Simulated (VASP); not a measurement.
# Ge: single point with r2SCAN

Ge:

```
Ge
1.0
     0.00000    2.71926    2.71926
     2.71926    0.00000    2.71926
     2.71926    2.71926    0.00000
Ge
2
Cartesian
  -0.6798 -0.6798 -0.6798
  0.6798 0.6798 0.6798
```

* Program: VASP 6.6.1
* Task: single point
* Functional: r2SCAN
* Potentials or basis: VASP PAW PBE potentials, release 64 (Ge_d)
* Cutoff: 520 eV
* k mesh: 12 × 12 × 12
* Occupations: fermi-dirac, width 0.08 eV
* Spin: no spin polarisation
* Dipole correction: no
* Further INCAR settings: ALGO = Normal; EDIFF = 1e-07; NBANDS = 21

* Pressure: 12.4 GPa
* Band gap on the k mesh: 0.59 eV (least direct gap 1.59 eV)

Levels at points of the mesh, in eV from the valence-band top:
```
           k point  band 11  band 12  band 13  band 14  band 15  band 16  band 17  band 18
(0.00, 0.00, 0.00)   -14.31     0.00     0.00     0.00     1.59     2.74     2.74     2.74
(0.50, 0.00, 0.00)   -11.79    -8.52    -1.69    -1.69     0.86     4.03     4.03     7.72
(0.50, 0.50, 0.00)    -9.73    -9.73    -3.69    -3.69     0.80     0.80    11.16    11.16
```

Wall time 3.6 min on 1 thread of Intel(R) Xeon(R) Platinum 8488C (Sapphire Rapids), on a shared host, peak memory 0.2 GiB.

Caveat: the cell stands under pressure; the PAW data sets were made with another functional, which shifts forces and pressure a little. A k mesh can miss the band edges.
